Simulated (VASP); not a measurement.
# Cd (R-3m) in VASP: notebook

Cd is run at these levels: PBEsol; tasks: single point.

Program: VASP 6.6.1. These are calculated values, not measurements. Logs are shortened: lines on timing, memory, paths and dates and some standing lists are left out, and cuts for length are marked.

### 1 The cell of the first run

It takes space group R-3m (No. 166, trigonal). Conventional cell: a = 3.216 Å, b = 3.216 Å, c = 7.348 Å, α = 90.00°, β = 90.00°, γ = 120.00°. Cd (site symmetry -3m) has 12 Cd at 3.07 to 3.22 Å within 4.0 Å.

### 2 Single point, PBEsol

Input file INCAR:

```
PREC = Accurate ; ENCUT = 520
EDIFF = 1E-6 ; ISMEAR = 1
SIGMA = 0.2 ; LREAL = False
LASPH = True ; NELM = 100
ALGO = Normal ; ISIF = 2
LWAVE = False ; LCHARG = False
GGA = PS ; NBANDS = 12
```

Input file KPOINTS:

```
regular mesh
0
Gamma
  11 11 11
```

Input file POSCAR:

```
Cd
1.0
    1.6080290000      0.9283960000      2.4492870000
   -1.6080290000      0.9283960000      2.4492870000
    0.0000000000     -1.8567920000      2.4492870000
Cd
1
Direct
    0.0000000000      0.0000000000      0.0000000000
```

Potentials or basis: VASP PAW PBE potentials, release 64 (Cd).

The run is started by

```
$ cat potpaw_PBE.64/Cd/POTCAR > POTCAR
$ mpirun -np 1 vasp_std > vasp.out
```

OUTCAR:

```text
PREC = Accurate
   ENCUT = 520
   EDIFF = 1E-6
   ISMEAR = 1
   LREAL = False
   LASPH = True
   NELM = 100
   ISIF = 2
   GGA = PS

 ion  position               nearest neighbor table
   1  0.000  0.000  0.000-

  LATTYP: Found a trigonal (rhomboedric) cell.
 ALAT       =     3.0735457276
 COS(alpha) =     0.4525576246

  Lattice vectors:

 A1 = (   1.6080290000,   0.9283960000,   2.4492870000)
 A2 = (  -1.6080290000,   0.9283960000,   2.4492870000)
 A3 = (   0.0000000000,  -1.8567920000,   2.4492870000)

Analysis of symmetry for initial positions (statically):
=====================================================================
 Subroutine PRICEL returns:
 Original cell was already a primitive cell.

 Routine SETGRP: Setting up the symmetry group for a
 trigonal (rhombohedral) supercell.

 Subroutine GETGRP returns: Found 12 space group operations
 (whereof 12 operations were pure point group operations)
 out of a pool of 12 trial point group operations.

The static configuration has the point symmetry D_3d.

Analysis of symmetry for dynamics (positions and initial velocities):
=====================================================================
 Subroutine PRICEL returns:
 Original cell was already a primitive cell.

 Routine SETGRP: Setting up the symmetry group for a
 trigonal (rhombohedral) supercell.

 Subroutine GETGRP returns: Found 12 space group operations
 (whereof 12 operations were pure point group operations)
 out of a pool of 12 trial point group operations.

The dynamic configuration has the point symmetry D_3d.

 Subroutine INISYM returns: Found 12 space group operations
 (whereof 12 operations are pure point group operations),
 and found     1 'primitive' translations

----------------------------------------------------------------------------------------

                                     Primitive cell

  volume of cell :      21.9391

  direct lattice vectors                    reciprocal lattice vectors
     1.608029000  0.928396000  2.449287000     0.310939666  0.179521095  0.136094028
    -1.608029000  0.928396000  2.449287000    -0.310939666  0.179521095  0.136094028
     0.000000000 -1.856792000  2.449287000     0.000000000 -0.359042190  0.136094028

  length of vectors
     3.073545706  3.073545706  3.073545728     0.383969900  0.383969900  0.383969893

  position of ions in fractional coordinates (direct lattice)
     0.000000000  0.000000000  0.000000000

  ion indices of the primitive-cell ions
   primitive index   ion index
                 1           1

----------------------------------------------------------------------------------------

 KPOINTS: regular mesh

Automatic generation of k-mesh.
 Grid dimensions read from file:
 generate k-points for:   11   11   11

 Generating k-lattice:

  Cartesian coordinates                     Fractional coordinates (reciprocal lattice)
     0.028267242  0.016320100  0.012372184     0.090909091 -0.000000000  0.000000000
    -0.028267242  0.016320100  0.012372184    -0.000000000  0.090909091  0.000000000
     0.000000000 -0.032640199  0.012372184     0.000000000  0.000000000  0.090909091

  Length of vectors
     0.034906355  0.034906355  0.034906354

  Shift w.r.t. Gamma in fractional coordinates (k-lattice)
     0.000000000  0.000000000  0.000000000

 Subroutine IBZKPT returns following result:
 ===========================================

 Found    146 irreducible k-points:

 Following reciprocal coordinates:
            Coordinates               Weight
  0.000000  0.000000  0.000000      1.000000
  0.090909  0.000000 -0.000000      6.000000
  0.181818  0.000000 -0.000000      6.000000
  0.272727  0.000000  0.000000      6.000000
  0.363636  0.000000 -0.000000      6.000000
  0.454545  0.000000 -0.000000      6.000000
[... 16 lines left out ...]
 -0.272727  0.181818 -0.000000     12.000000
 -0.181818  0.181818  0.000000      6.000000
 [... further k-points ...]
   k-points           NKPTS =    146   k-points in BZ     NKDIM =    146   number of bands    NBANDS=     12
   number of dos      NEDOS =    301   number of ions     NIONS =      1
   total plane-waves  NPLWV =  13824
   dimension x,y,z NGX =    24 NGY =   24 NGZ =   24
   dimension x,y,z NGXF=    48 NGYF=   48 NGZF=   48
   ions per type =               1
   NGX,Y,Z   is equivalent  to a cutoff of  12.98, 12.98, 12.98 a.u.
   NGXF,Y,Z  is equivalent  to a cutoff of  25.96, 25.96, 25.96 a.u.
 SYSTEM =  unknown system
   PREC   = accura    normal or accurate (medium, high low for compatibility)
   ISTART =      0    job   : 0-new  1-cont  2-samecut
   ICHARG =      2    charge: 1-file 2-atom 10-const
   ISPIN  =      1    spin polarized calculation?
   LNONCOLLINEAR =      F non collinear calculations
   LSORBIT =      F    spin-orbit coupling
   LASPH  =      T    aspherical Exc in radial PAW
   ENCUT  =  520.0 eV  38.22 Ry    6.18 a.u.   5.71  5.71  5.71*2*pi/ulx,y,z
   NELM   =    100;   NELMIN=  2; NELMDL= -5     # of ELM steps
   EDIFF  = 0.1E-05   stopping-criterion for ELM
   LREAL  =      F    real-space projection
   EDIFFG = 0.1E-04   stopping-criterion for IOM
   NSW    =      0    number of steps for IOM
   IBRION =     -1    ionic relax: 0-MD 1-quasi-New 2-CG
   NFREE  =      0    steps in history (QN), initial steepest desc. (CG)
   ISIF   =      2    stress and relaxation
   ISYM   =      2    0-nonsym 1-usesym 2-fastsym
   POTIM  = 0.5000    time-step for ionic-motion
   TEBEG  =    0.0;   TEEND  =   0.0 temperature during run
   PSTRESS=    0.0 pullay stress
   NELECT =      12.0000    total number of electrons
   NUPDOWN=      -1.0000    fix difference up-down
   EMIN   =  10.00;   EMAX   =-10.00  energy-range for DOS
   EFERMI =   0.00;   METHOD = LEGACY
   ISMEAR =     1;   SIGMA  =   0.20  broadening in eV -4-tet -1-fermi 0-gaus
   EFERMI_NEDOS =   21; number of points for ismear=-14 and -15
   IALGO  =     38    algorithm
   IMIX   =      4    mixing-type and parameters
     AMIX     =   0.40;   BMIX     =  1.00
     AMIX_MAG =   1.60;   BMIX_MAG =  1.00
  volume/ion in A,a.u.               =      21.94       148.05
  Fermi-wavevector in a.u.,A,eV,Ry     =   1.338842  2.530044 24.388403  1.792497
  Thomas-Fermi vector in A             =   2.467280
   LORBIT       =      0    0 simple, 1 ext, 2 COOP (PROOUT), +10 PAW based schemes
   GGA     = PS    functional components
   LHFCALC =     F    Hartree Fock is set to
   AEXX    =    0.0000 exact exchange contribution
   IVDW    =     0    specifies the selected vdW correction
   LEPSILON=     F    determine dielectric tensor
   LRPA    =     F    only Hartree local field effects (RPA)
 non-spin polarized calculation
 Methfessel and Paxton  Order N= 1 SIGMA  =   0.20
  energy-cutoff  :      520.00
  volume of cell :       21.94
 maximum number of plane-waves:       601
   NGX = 11   NGY = 11   NGZ = 11

 number of electron      11.9999997 magnetization

 Free energy of the ion-electron system (eV)
  ---------------------------------------------------
  ext. energy  EPLUGINS =         0.00000000
  ---------------------------------------------------
  free energy    TOTEN  =        -1.18378702 eV

  energy without entropy =       -1.18488141  energy(sigma->0) =       -1.18415181

 E-fermi :   2.5482     XC(G=0): -11.1342

 val. band max:        2.5464187182   @ k =  -0.2727   0.4545   0.0909
 cond. band min:       2.5961422278   @ k =  -0.3636   0.2727   0.0909
 fundamental gap:      0.0497235095
 Fermi energy:         2.5481555191

 k-point     1 :       0.0000    0.0000    0.0000
  band No.  band energies     occupation
      1      -6.5385      2.00000
      2      -6.5385      2.00000
      3      -6.3403      2.00000
      4      -6.1317      2.00000
      5      -5.9701      2.00000
      6      -5.9701      2.00000
      7      16.0883      0.00000
      8      16.7295      0.00000
      9      16.7295      0.00000
     10      19.5704      0.00000
     11      20.2392      0.00000
     12      20.2392      0.00000

 k-point     2 :       0.0909    0.0000   -0.0000
  band No.  band energies     occupation
      1      -6.5505      2.00000
      2      -6.5186      2.00000
      3      -6.3048      2.00000
      4      -5.9786      2.00000
      5      -5.9741      2.00000
      6      -5.9240      2.00000
      7      14.2570      0.00000
      8      16.2547      0.00000
      9      16.5145      0.00000
     10      19.1219      0.00000
     11      20.7013      0.00000
     12      20.9201      0.00000

 k-point     3 :       0.1818    0.0000   -0.0000
  band No.  band energies     occupation
      1      -6.6349      2.00000
      2      -6.4861      2.00000
      3      -6.2349      2.00000
      4      -5.9616      2.00000
      5      -5.9581      2.00000
      6      -5.2583      2.00000
      7      10.8893      0.00000
      8      16.0762      0.00000
      9      16.1133      0.00000
     10      18.4364      0.00000
     11      20.8080      0.00000
     12      21.4300      0.00000
[... 286 lines left out ...]
 k-point    23 :      -0.2727    0.1818   -0.0000
  band No.  band energies     occupation
      1      -6.6478      2.00000
      2      -6.5184      2.00000
      3      -6.1338      2.00000
      4      -5.9928      2.00000
      5      -5.9211      2.00000
      6      -2.3441      2.00000
      7       6.3827     -0.00000
      8       9.3316      0.00000
      9      15.8294      0.00000
     10      16.6752      0.00000
     11      20.2788      0.00000
     12      22.2679      0.00000

 k-point    24 :      -0.1818    0.1818    0.0000
  band No.  band energies     occupation
      1      -6.5710      2.00000
      2      -6.5271      2.00000
      3      -6.1117      2.00000
      4      -6.0756      2.00000
      5      -5.9883      2.00000
      6      -3.7263      2.00000
      7       9.4078      0.00000
      8       9.5607      0.00000
      9      17.5054      0.00000
     10      17.7179      0.00000
     11      19.2641      0.00000
     12      21.9711      0.00000

 [... further k-points ...]
[... 5 lines left out ...]
  --------------------------------------------------------------------------------------
  -------------------------------------------------------------------------------------
  Total       -0.2758422     -0.2758422     -0.2478326      0.0000000     -0.0000000      0.0000000
  in kB      -20.1443500    -20.1443510    -18.0988503      0.0000000     -0.0000000      0.0000000
  external PRESSURE =     -19.4625171 kB  Pullay stress =       0.0000000 kB

 VOLUME and BASIS-vectors are now :
 -----------------------------------------------------------------------------
  energy-cutoff  :      520.00
  volume of cell :       21.94
      direct lattice vectors                 reciprocal lattice vectors
     1.608029000  0.928396000  2.449287000     0.310939666  0.179521095  0.136094028
    -1.608029000  0.928396000  2.449287000    -0.310939666  0.179521095  0.136094028
     0.000000000 -1.856792000  2.449287000     0.000000000 -0.359042190  0.136094028

 POSITION                                       TOTAL-FORCE (eV/Angst)
 -----------------------------------------------------------------------------------
      0.00000      0.00000      0.00000         0.000000      0.000000      0.000000
 -----------------------------------------------------------------------------------
    total drift:                               -0.000000     -0.000000     -0.000000

  FREE ENERGIE OF THE ION-ELECTRON SYSTEM (eV)
  ---------------------------------------------------
  free  energy   TOTEN  =        -1.1837870168 eV

  energy  without entropy=       -1.1848814109  energy(sigma->0) =       -1.18415181
```

Wall time 39 s (1 thread of Intel Xeon 6975P-C, shared host); peak memory 0.16 GiB.

What came out:

```
Free energy            : -1.1838 eV
Pressure               : -1.9 GPa
Band gap on the k mesh : zero (band 6 reaches 3.89 eV, above the bottom of band 7 at 1.23 eV)
```

Levels at points of the mesh, in eV from the Fermi level:
| k point | band 2 | band 3 | band 4 | band 5 | band 6 | band 7 | band 8 | band 9 | band 10 | band 11 |
| --- | --- | --- | --- | --- | --- | --- | --- | --- | --- | --- |
| (0.00, 0.00, 0.00) | -9.09 | -8.89 | -8.68 | -8.52 | -8.52 | 13.54 | 14.18 | 14.18 | 17.02 | 17.69 |

Caveat: the PAW data sets were made with another functional, which shifts forces and pressure a little.

### 3 Single point, PBEsol

This run uses another cell than the first one, of 22.38 Å³/atom, 1.020 times its volume.

Input file INCAR:

```
  PREC = Accurate
  ENCUT = 520
  EDIFF = 1E-6
  ISMEAR = 1
  SIGMA = 0.2
  LREAL = F
  LASPH = T
  NELM = 80
  ALGO = Normal
  ISIF = 2
  LWAVE = F
  LCHARG = F
  GGA = PS
  NBANDS = 12
```

Input file KPOINTS:

```
Automatic mesh
0
Gamma
  11 11 11
```

Input file POSCAR:

```
Cd
1.0
    1.6186785090      0.9345444971      2.4655079164
   -1.6186785090      0.9345444971      2.4655079164
    0.0000000000     -1.8690889941      2.4655079164
Cd
1
Direct
    0.0000000000      0.0000000000      0.0000000000
```

Potentials or basis: VASP PAW PBE potentials, release 64 (Cd).

The run is started by

```
$ cat potpaw_PBE.64/Cd/POTCAR > POTCAR
$ mpirun -np 1 vasp_std > vasp.out
```

It took 38 s on 1 thread of Intel Xeon 6975P-C, shared host; peak memory 0.16 GiB.

It converged, with:

| Quantity | Value |
| --- | --- |
| Free energy | -1.1772 eV |
| Pressure | -2.8 GPa |
| Band gap on the k mesh | zero (band 6 reaches 3.72 eV, above the bottom of band 7 at 1.07 eV) |

Levels at points of the mesh, in eV from the Fermi level:
```tsv
k point	band 4	band 5	band 6	band 7	band 8	band 9
(0.00, 0.00, 0.00)	-8.54	-8.48	-8.48	13.46	14.00	14.00
```

Caveat: the PAW data sets were made with another functional, which shifts forces and pressure a little.
